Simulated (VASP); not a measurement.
Here is a VASP 6.6.1 calculation.

File INCAR:

```
SYSTEM = CuI2
PREC = Accurate
ENCUT = 520
EDIFF = 1E-6
ISMEAR = -1
SIGMA = 0.05
LREAL = .FALSE.
LASPH = .TRUE.
NELM = 60
ALGO = Normal
ISIF = 2
LWAVE = .FALSE.
LCHARG = .FALSE.
GGA = PE
NBANDS = 20
```

The input KPOINTS:

```
regular mesh
0
G
  5 5 6
  0 0 0
```

The input POSCAR:

```
CuI2
1.0
    5.2688179531      0.0000000000      0.0000000000
    0.0000000000      5.2688179531      0.0000000000
    0.0000000000      0.0000000000      4.6039685681
I Cu
2 1
Direct
    0.5000000000      0.0000000000      0.0000000000
    0.0000000000      0.5000000000      0.0000000000
    0.0000000000      0.0000000000      0.0000000000
```

Potentials or basis: VASP PAW PBE potentials, release 64 (I, Cu).

The run is started by

```console
$ cat potpaw_PBE.64/I/POTCAR potpaw_PBE.64/Cu/POTCAR > POTCAR
$ mpirun -np 1 vasp_std > vasp.out
```

(1) What does it give for the pressure?

Answers

(1) -0.2 GPa.

Caveat: this functional lacks dispersion, which binds the layers, so the pressure and a relaxed spacing across them are unreliable; an odd number of electrons without spin polarisation forces a metal; a magnetic or distorted state may lie lower.
